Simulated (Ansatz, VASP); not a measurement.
**One calculation of Ga2BSb3, two programs**

```xyz
6
Lattice="5.4454 0.0000 0.0000 0.0000 5.4454 0.0000 0.0000 0.0000 5.6192" Properties=species:S:1:pos:R:3 pbc="T T T"
Ga    0.0000    2.7227    0.0000
Ga    2.7227    0.0000    0.0000
B     2.7227    2.7227    2.8096
Sb    0.0000    0.0000    4.1831
Sb    0.0000    0.0000    1.4361
Sb    2.7227    2.7227    0.0000
```

Alike in both runs: functional PBE; k mesh 8 × 8 × 8; occupations gaussian, width 0.1 eV; no spin polarisation.

Ansatz relaxed the structure, and its values are those at the end. VASP's run is a single point on that final structure, the one shown.

|  | VASP | Ansatz |
| --- | --- | --- |
| version | VASP 6.6.1 | Ansatz 0.2.0 |
| potentials or method | VASP PAW PBE potentials, release 64 (Ga_d, B, Sb), cutoff 520 eV | scalar-relativistic, plane waves, PAW |
| valence electrons in the cell | 44 | 74 |

```tsv
	VASP	Ansatz	Ansatz less VASP
gap on the k mesh at the Fermi level (eV)	none	none	-
pressure (GPa)	0.0	0.0	-0.03
```

A gap of «none» marks a metal or a gap that the smearing closes. VASP's potentials hold 44 valence electrons a cell and Ansatz's 74, so a difference there can come from the potentials and not from the codes.

Neither program's run includes spin-orbit coupling.
